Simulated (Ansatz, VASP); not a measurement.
# One calculation of SiW6, two programs

```
W Si
1.0
     4.46825    0.00000    0.00000
    -2.23413    3.86962    0.00000
     0.00000    0.00000   21.72591
W Si
6 1
Direct
  0.66667 0.33333 0.18411
  0.33333 0.66667 0.22609
  0.00000 0.00000 0.26807
  0.66667 0.33333 0.30709
  0.33333 0.66667 0.34670
  0.00000 0.00000 0.38322
  0.00000 0.88889 0.52591
```

Alike in both runs: task single point; functional PBE; dispersion D3(BJ); k mesh 6 × 6 × 1; occupations gaussian, width 0.1 eV; no spin polarisation.

```csv
,VASP,Ansatz
version,VASP 6.6.1,Ansatz 0.2.0
potentials or method,"VASP PAW PBE potentials, release 64 (W_sv, Si), cutoff 520 eV","scalar-relativistic, plane waves, PAW"
valence electrons in the cell,88,88
```

```csv
,VASP,Ansatz,Ansatz less VASP
gap on the k mesh at the Fermi level (eV),none,none,-
rms of the force components (eV/Å),0.923,0.911,-0.0111
```

Atom by atom the forces differ by 0.022 eV/Å (rms over components). A gap of «none» marks a metal or a gap that the smearing closes. Ansatz's warnings: vacuum below fermi.

Neither program's run includes spin-orbit coupling.
